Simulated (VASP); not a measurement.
# Ta4O (P4/mmm) in VASP: further runs, part 2 of 2

VASP 6.6.1. The steps go on from the part before.

## (4) Single point, PBEsol (strain +0.030 along x and y, +0.030 along z)

INCAR

```
SYSTEM = Ta4O
PREC     = Accurate       ! precision mode
ENCUT    = 520            ! plane-wave cutoff, eV
EDIFF    = 1E-6           ! SCF threshold, eV
ISMEAR   = 0              ! smearing method
SIGMA    = 0.15           ! smearing width, eV
LREAL    = .False.        ! projectors in reciprocal space
LASPH    = .True.         ! aspherical terms in the spheres
NELM     = 60             ! most SCF steps
ALGO     = Normal         ! electronic algorithm
ISIF     = 2              ! what is computed and relaxed
LWAVE    = .False.        ! write WAVECAR
LCHARG   = .True.         ! write CHGCAR
GGA      = PS             ! functional
LELF     = .True.         ! ELF
LVHAR    = .True.       
NBANDS   = 33             ! bands
```

KPOINTS

```
Automatic mesh
0
Gamma
  14 14 8
  0 0 0
```

POSCAR

```
Ta4O
1.0
    3.3072661624      0.0000000000      0.0000000000
    0.0000000000      3.3072661624      0.0000000000
    0.0000000000      0.0000000000      7.5622429221
Ta O
4 1
Direct
    0.0000000000      0.0000000000      0.5000000000
    0.5000000000      0.5000000000      0.7827831983
    0.5000000000      0.5000000000      0.2172168017
    0.0000000000      0.0000000000      0.0000000000
    0.5000000000      0.5000000000      0.5000000000
```

Potentials or basis: VASP PAW PBE potentials, release 64 (Ta_pv, O).

Launch:

```console
> cat potpaw_PBE.64/Ta_pv/POTCAR potpaw_PBE.64/O/POTCAR > POTCAR
> mpirun -np 1 vasp_std > vasp.out
```

OUTCAR:

```text
SYSTEM = Ta4O
   PREC = Accurate
   ENCUT = 520
   EDIFF = 1E-6
   ISMEAR = 0
   LREAL = .False.
   LASPH = .True.
   NELM = 60
   ISIF = 2
   GGA = PS

 ion  position               nearest neighbor table
   1  0.000  0.000  0.500-   5 2.34   5 2.34   5 2.34   5 2.34   3 3.17   3 3.17   2 3.17   3 3.17
                             2 3.17   2 3.17   3 3.17   2 3.17
   2  0.500  0.500  0.783-   5 2.14   4 2.86   4 2.86   4 2.86   4 2.86   1 3.17   1 3.17   1 3.17
                             1 3.17   3 3.29
   3  0.500  0.500  0.217-   5 2.14   4 2.86   4 2.86   4 2.86   4 2.86   1 3.17   1 3.17   1 3.17
                             1 3.17   2 3.29
   4  0.000  0.000  0.000-   2 2.86   3 2.86   2 2.86   3 2.86   2 2.86   3 2.86   2 2.86   3 2.86

   5  0.500  0.500  0.500-   2 2.14   3 2.14   1 2.34   1 2.34   1 2.34   1 2.34

  LATTYP: Found a simple tetragonal cell.
 ALAT       =     3.3072661624
 C/A-ratio  =     2.2865540754

  Lattice vectors:

 A1 = (   3.3072661624,   0.0000000000,   0.0000000000)
 A2 = (   0.0000000000,   3.3072661624,   0.0000000000)
 A3 = (   0.0000000000,   0.0000000000,   7.5622429221)

Analysis of symmetry for initial positions (statically):
=====================================================================
 Subroutine PRICEL returns:
 Original cell was already a primitive cell.

 Routine SETGRP: Setting up the symmetry group for a
 simple tetragonal supercell.

 Subroutine GETGRP returns: Found 16 space group operations
 (whereof 16 operations were pure point group operations)
 out of a pool of 16 trial point group operations.

The static configuration has the point symmetry D_4h.

Analysis of symmetry for dynamics (positions and initial velocities):
=====================================================================
 Subroutine PRICEL returns:
 Original cell was already a primitive cell.

 Routine SETGRP: Setting up the symmetry group for a
 simple tetragonal supercell.

 Subroutine GETGRP returns: Found 16 space group operations
 (whereof 16 operations were pure point group operations)
 out of a pool of 16 trial point group operations.

The dynamic configuration has the point symmetry D_4h.

 Subroutine INISYM returns: Found 16 space group operations
 (whereof 16 operations are pure point group operations),
 and found     1 'primitive' translations

----------------------------------------------------------------------------------------

                                     Primitive cell

  volume of cell :      82.7159

  direct lattice vectors                    reciprocal lattice vectors
     3.307266162  0.000000000  0.000000000     0.302364536  0.000000000  0.000000000
     0.000000000  3.307266162  0.000000000     0.000000000  0.302364536  0.000000000
     0.000000000  0.000000000  7.562242922     0.000000000  0.000000000  0.132235900

  length of vectors
     3.307266162  3.307266162  7.562242922     0.302364536  0.302364536  0.132235900

  position of ions in fractional coordinates (direct lattice)
     0.000000000  0.000000000  0.500000000
     0.500000000  0.500000000  0.782783198
     0.500000000  0.500000000  0.217216802
     0.000000000  0.000000000  0.000000000
     0.500000000  0.500000000  0.500000000

  ion indices of the primitive-cell ions
[... 25 lines left out ...]
  Shift w.r.t. Gamma in fractional coordinates (k-lattice)
     0.000000000  0.000000000  0.000000000

 Subroutine IBZKPT returns following result:
 ===========================================

 Found    180 irreducible k-points:

 Following reciprocal coordinates:
            Coordinates               Weight
  0.000000  0.000000  0.000000      1.000000
  0.071429  0.000000  0.000000      4.000000
  0.142857  0.000000  0.000000      4.000000
  0.214286  0.000000  0.000000      4.000000
  0.285714  0.000000  0.000000      4.000000
  0.357143  0.000000  0.000000      4.000000
[... 16 lines left out ...]
  0.285714  0.214286  0.000000      8.000000
  0.357143  0.214286  0.000000      8.000000
 [... further k-points ...]
   k-points           NKPTS =    180   k-points in BZ     NKDIM =    180   number of bands    NBANDS=     33
   number of dos      NEDOS =    301   number of ions     NIONS =      5
   total plane-waves  NPLWV =  43904
   dimension x,y,z NGX =    28 NGY =   28 NGZ =   56
   dimension x,y,z NGXF=    56 NGYF=   56 NGZF=  112
   ions per type =               4   1
   NGX,Y,Z   is equivalent  to a cutoff of  14.07, 14.07, 12.31 a.u.
   NGXF,Y,Z  is equivalent  to a cutoff of  28.15, 28.15, 24.62 a.u.
 SYSTEM =  Ta4O
   PREC   = accura    normal or accurate (medium, high low for compatibility)
   ISTART =      0    job   : 0-new  1-cont  2-samecut
   ICHARG =      2    charge: 1-file 2-atom 10-const
   ISPIN  =      1    spin polarized calculation?
   LNONCOLLINEAR =      F non collinear calculations
   LSORBIT =      F    spin-orbit coupling
   LASPH  =      T    aspherical Exc in radial PAW
   ENCUT  =  520.0 eV  38.22 Ry    6.18 a.u.   6.15  6.15 14.06*2*pi/ulx,y,z
   NELM   =     60;   NELMIN=  2; NELMDL= -5     # of ELM steps
   EDIFF  = 0.1E-05   stopping-criterion for ELM
   LREAL  =      F    real-space projection
   EDIFFG = 0.1E-04   stopping-criterion for IOM
   NSW    =      0    number of steps for IOM
   IBRION =     -1    ionic relax: 0-MD 1-quasi-New 2-CG
   NFREE  =      0    steps in history (QN), initial steepest desc. (CG)
   ISIF   =      2    stress and relaxation
   ISYM   =      2    0-nonsym 1-usesym 2-fastsym
   POTIM  = 0.5000    time-step for ionic-motion
   TEBEG  =    0.0;   TEEND  =   0.0 temperature during run
   PSTRESS=    0.0 pullay stress
   NELECT =      50.0000    total number of electrons
   NUPDOWN=      -1.0000    fix difference up-down
   EMIN   =  10.00;   EMAX   =-10.00  energy-range for DOS
   EFERMI =   0.00;   METHOD = LEGACY
   ISMEAR =     0;   SIGMA  =   0.15  broadening in eV -4-tet -1-fermi 0-gaus
   EFERMI_NEDOS =   21; number of points for ismear=-14 and -15
   IALGO  =     38    algorithm
   IMIX   =      4    mixing-type and parameters
     AMIX     =   0.40;   BMIX     =  1.00
     AMIX_MAG =   1.60;   BMIX_MAG =  1.00
  volume/ion in A,a.u.               =      16.54       111.64
  Fermi-wavevector in a.u.,A,eV,Ry     =   1.384210  2.615777 26.069256  1.916036
  Thomas-Fermi vector in A             =   2.508735
   LORBIT       =      0    0 simple, 1 ext, 2 COOP (PROOUT), +10 PAW based schemes
   GGA     = PS    functional components
   LHFCALC =     F    Hartree Fock is set to
   AEXX    =    0.0000 exact exchange contribution
   IVDW    =     0    specifies the selected vdW correction
   LEPSILON=     F    determine dielectric tensor
   LRPA    =     F    only Hartree local field effects (RPA)
 non-spin polarized calculation
 Gauss-broadening in eV      SIGMA  =   0.15
  energy-cutoff  :      520.00
  volume of cell :       82.72
 maximum number of plane-waves:      2264
 NGX is ok and might be reduce to    28
   NGX = 13   NGY = 13   NGZ = 29

 number of electron      50.0000002 magnetization

 Free energy of the ion-electron system (eV)
  ---------------------------------------------------
  ext. energy  EPLUGINS =         0.00000000
  ---------------------------------------------------
  free energy    TOTEN  =       -58.17865012 eV

  energy without entropy =      -58.14780062  energy(sigma->0) =      -58.16322537

 E-fermi :   5.8022     XC(G=0): -12.4680

 val. band max:        5.7974706939   @ k =   0.2143   0.0000   0.0000
 cond. band min:       5.8030539235   @ k =   0.2857   0.2857   0.2500
 fundamental gap:      0.0055832296
 Fermi energy:         5.8022049993

 k-point     1 :       0.0000    0.0000    0.0000
  band No.  band energies     occupation
      1     -29.7882      2.00000
      2     -29.7882      2.00000
      3     -29.4109      2.00000
      4     -28.8485      2.00000
      5     -28.7571      2.00000
      6     -28.5587      2.00000
[... 853 lines left out ...]
     32       8.7778      0.00000
     33       9.3413      0.00000

 [... further k-points ...]
[... 5 lines left out ...]
  --------------------------------------------------------------------------------------
  -------------------------------------------------------------------------------------
  Total       -8.2799605     -8.2799605     -9.8575651      0.0000000     -0.0000000     -0.0000000
  in kB     -160.3798966   -160.3798966   -190.9375369      0.0000000     -0.0000000     -0.0000000
  external PRESSURE =    -170.5657767 kB  Pullay stress =       0.0000000 kB

 VOLUME and BASIS-vectors are now :
 -----------------------------------------------------------------------------
  energy-cutoff  :      520.00
  volume of cell :       82.72
      direct lattice vectors                 reciprocal lattice vectors
     3.307266162  0.000000000  0.000000000     0.302364536  0.000000000  0.000000000
     0.000000000  3.307266162  0.000000000     0.000000000  0.302364536  0.000000000
     0.000000000  0.000000000  7.562242922     0.000000000  0.000000000  0.132235900

 POSITION                                       TOTAL-FORCE (eV/Angst)
 -----------------------------------------------------------------------------------
      0.00000      0.00000      3.78112         0.000000      0.000000      0.000000
      1.65363      1.65363      5.91960        -0.000000     -0.000000     -0.124365
      1.65363      1.65363      1.64265         0.000000     -0.000000      0.124365
      0.00000      0.00000      0.00000         0.000000      0.000000      0.000000
      1.65363      1.65363      3.78112         0.000000      0.000000      0.000000
 -----------------------------------------------------------------------------------
    total drift:                                0.000000      0.000000      0.000000

  FREE ENERGIE OF THE ION-ELECTRON SYSTEM (eV)
  ---------------------------------------------------
  free  energy   TOTEN  =       -58.1786501232 eV

  energy  without entropy=      -58.1478006190  energy(sigma->0) =      -58.16322537
```

Run time: 8.2 min. Hardware: 1 thread of AMD EPYC 7R43 (Zen 3), shared host; peak memory 0.45 GiB.

Results:

```
Free energy            : -58.1787 eV
Pressure               : -17.1 GPa
Largest force          : 0.124 eV/Å
Band gap on the k mesh : zero (band 25 reaches 6.22 eV, above the bottom of band 26 at 5.25 eV)
```

Forces in eV/Å, atoms in the order of the input:
```
Ta   0.000  0.000  0.000
Ta   0.000  0.000 -0.124
Ta   0.000  0.000  0.124
Ta   0.000  0.000  0.000
O    0.000  0.000  0.000
```

Stress tensor (GPa, compression positive):
```
-16.04   0.00   0.00
  0.00 -16.04   0.00
  0.00   0.00 -19.09
```

Levels at points of the mesh, in eV from the Fermi level:
```csv
k point,band 23,band 24,band 25,band 26,band 27,band 28
"(0.00, 0.00, 0.00)",-0.41,-0.41,-0.40,0.50,0.99,0.99
"(0.50, 0.00, 0.00)",-0.83,-0.63,0.21,0.88,0.88,1.13
"(0.50, 0.50, 0.00)",-1.45,-0.68,-0.68,1.46,2.19,2.60
"(0.00, 0.00, 0.50)",-0.46,-0.46,-0.03,0.64,0.64,0.74
"(0.50, 0.00, 0.50)",-0.90,-0.70,-0.36,0.97,1.13,1.49
"(0.50, 0.50, 0.50)",-1.64,-0.06,-0.06,1.44,1.82,1.82
```

Caveat: the cell differs from its parent crystal (strain +0.030 along x and y, +0.030 along z); the PAW data sets were made with another functional, which shifts forces and pressure a little; spin-orbit coupling is left out, which moves the levels of the heavy elements.

## (5) Single point, PBEsol (strain +0.015 along x and y, +0.000 along z)

INCAR

```
PREC     = Accurate       # precision mode
ENCUT    = 520            # plane-wave cutoff, eV
EDIFF    = 1E-6           # SCF threshold, eV
ISMEAR   = 0              # smearing method
SIGMA    = 0.15           # smearing width, eV
LREAL    = F              # projectors in reciprocal space
LASPH    = T              # aspherical terms in the spheres
NELM     = 60             # most SCF steps
ALGO     = Normal         # electronic algorithm
ISIF     = 2              # what is computed and relaxed
LWAVE    = F              # write WAVECAR
LCHARG   = T              # write CHGCAR
GGA      = PS             # functional
LELF     = T              # ELF
LVHAR    = T            
NBANDS   = 33             # bands
```

KPOINTS

```
regular mesh
0
Gamma
  14 14 8
```

Changes to POSCAR since step 4:

```diff
@@ -2,5 +2,5 @@
 1.0
-    3.3072661624      0.0000000000      0.0000000000
-    0.0000000000      3.3072661624      0.0000000000
-    0.0000000000      0.0000000000      7.5622429221
+    3.2591020920      0.0000000000      0.0000000000
+    0.0000000000      3.2591020920      0.0000000000
+    0.0000000000      0.0000000000      7.3419834195
 Ta O
```

Launch:

```console
> cat potpaw_PBE.64/Ta_pv/POTCAR potpaw_PBE.64/O/POTCAR > POTCAR
> mpirun -np 1 vasp_std > vasp.out
```

Wall time 8.4 min (1 thread of Oxide Virtual Turin-like, shared host); peak memory 0.41 GiB.

The run converged. Its results:

| Quantity | Value |
| --- | --- |
| Free energy | -58.5255 eV |
| Pressure | -5.7 GPa |
| Largest force | 0.109 eV/Å |
| Band gap on the k mesh | zero (band 25 reaches 6.77 eV, above the bottom of band 26 at 5.72 eV) |

Forces in eV/Å, atoms in the order of the input:
```
Ta   0.000  0.000  0.000
Ta   0.000  0.000  0.109
Ta   0.000  0.000 -0.109
Ta   0.000  0.000  0.000
O    0.000  0.000  0.000
```

Stress tensor (GPa, compression positive):
```
-6.46  0.00  0.00
 0.00 -6.46  0.00
 0.00  0.00 -4.28
```

Levels at points of the mesh, in eV from the Fermi level:
```csv
k point,band 21,band 22,band 23,band 24,band 25,band 26,band 27,band 28,band 29,band 30
"(0.00, 0.00, 0.00)",-2.63,-1.55,-0.48,-0.48,-0.24,0.41,1.02,1.02,1.38,1.58
"(0.50, 0.00, 0.00)",-1.54,-1.08,-0.95,-0.66,0.23,0.89,0.89,1.38,1.74,2.03
"(0.50, 0.50, 0.00)",-2.01,-1.49,-1.49,-0.64,-0.64,1.56,2.44,2.78,2.78,3.17
"(0.00, 0.00, 0.50)",-3.45,-0.57,-0.57,-0.52,0.09,0.70,0.71,0.71,1.01,1.86
"(0.50, 0.00, 0.50)",-1.70,-1.23,-1.05,-0.61,-0.48,0.99,1.38,1.60,1.89,2.35
"(0.50, 0.50, 0.50)",-2.69,-1.66,-1.66,0.03,0.03,1.56,1.96,1.96,2.90,3.17
```

Caveat: the cell differs from its parent crystal (strain +0.015 along x and y, +0.000 along z); the PAW data sets were made with another functional, which shifts forces and pressure a little; spin-orbit coupling is left out, which moves the levels of the heavy elements.

## (6) Summary

| cell | gap on the mesh (eV) | pressure (GPa) | largest force (eV/Å) |
| --- | --- | --- | --- |
| a = 3.259, b = 3.259, c = 7.562 Å, 5 atoms | none | -12.3 | 0.18 |
| a = 3.307, b = 3.307, c = 7.452 Å, 5 atoms | none | -14.2 | - |
| a = 3.307, b = 3.307, c = 7.562 Å, 5 atoms | none | -17.1 | 0.12 |
| a = 3.259, b = 3.259, c = 7.342 Å, 5 atoms | none | -5.7 | 0.11 |

Alike in all rows: task single point; level PBEsol; potentials or basis VASP PAW PBE potentials, release 64 (Ta_pv, O); no spin polarisation; k mesh 14 × 14 × 8; cutoff (eV) 520; smearing gaussian 0.15 eV.

Caveats: the PAW data sets were made with another functional, which shifts forces and pressure a little; spin-orbit coupling is left out, which moves the levels of the heavy elements.

Total energies depend on the potentials used, so only differences within one code and one set of settings carry meaning.
